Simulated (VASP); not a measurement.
Write the native input for VASP 6.6.1 that does the following.

```yaml
Task: single point
Functional: PBEsol
Potentials_or_basis: VASP PAW PBE potentials, release 64 (Zn, O_h, H_h)
Cutoff: 1000 eV
k_mesh: 1 × 1 × 1
Occupations: gaussian, width 0.05 eV
Spin: no spin polarisation
Dipole_correction: no
Further_INCAR_settings: LREAL = Auto; ALGO = Normal; EDIFF = 1e-06; NBANDS = 50
```

The structure of Zn3O3H14 lies in POSCAR:

```
Zn3H14O3
1.0
   12.2000000000      0.0000000000      0.0000000000
    0.0000000000     13.3000000000      0.0000000000
    0.0000000000      0.0000000000     14.4000000000
Zn O H
3 3 14
Direct
    0.4152253737      0.4815065260      0.3953183597
    0.6023798024      0.4394303285      0.5834921425
    0.4686630678      0.6529391385      0.5829096691
    0.5733148650      0.4314346850      0.3645154423
    0.4444082859      0.6323738722      0.3643254245
    0.4545167144      0.5034194888      0.5280496024
    0.3189882440      0.4292089044      0.3483521322
    0.5733143177      0.4028230130      0.6811489455
    0.5422153624      0.2658078665      0.5408063207
    0.6847698795      0.4633344791      0.5024534359
    0.4210812257      0.6486375102      0.6811318905
    0.2740765501      0.6951621629      0.5425645420
    0.5312224316      0.7063929641      0.5011207001
    0.5494407527      0.2742733156      0.4886664417
    0.6248667058      0.4465495766      0.4182763441
    0.6112361336      0.4469559558      0.3070184623
    0.2849464678      0.6958423580      0.4903001646
    0.4845258344      0.6663794264      0.4177528410
    0.4770090558      0.6551608343      0.3065574237
    0.3990401421      0.4740999289      0.5684522704
```

One way to write it, as run:

INCAR

```
PREC     = Accurate       # precision mode
ENCUT    = 1000           # plane-wave cutoff, eV
EDIFF    = 1E-6           # SCF threshold, eV
ISMEAR   = 0              # smearing method
SIGMA    = 0.05           # smearing width, eV
LREAL    = Auto         
LASPH    = True           # aspherical terms in the spheres
NELM     = 120            # most SCF steps
ALGO     = Normal         # electronic algorithm
ISIF     = 2              # what is computed and relaxed
LWAVE    = False          # write WAVECAR
LCHARG   = False          # write CHGCAR
GGA      = PS             # functional
NBANDS   = 50             # bands
GGA_COMPAT= False
```

KPOINTS

```
regular mesh
0
Gamma
  1 1 1
```

Potentials or basis: VASP PAW PBE potentials, release 64 (Zn, O_h, H_h).

Run with:

```sh
$ cat potpaw_PBE.64/Zn/POTCAR potpaw_PBE.64/O_h/POTCAR potpaw_PBE.64/H_h/POTCAR > POTCAR
$ mpirun -np 1 vasp_gam > vasp.out
```

It gave:

The largest force is 0.075 eV/Å and the gap between the frontier levels is 4.86 eV.

Caveat: the PAW data sets were made with another functional, which shifts forces and pressure a little.

It took 11 min on 1 thread of Intel(R) Xeon(R) 6975P-C (Granite Rapids), on a shared host, peak memory 4 GiB.
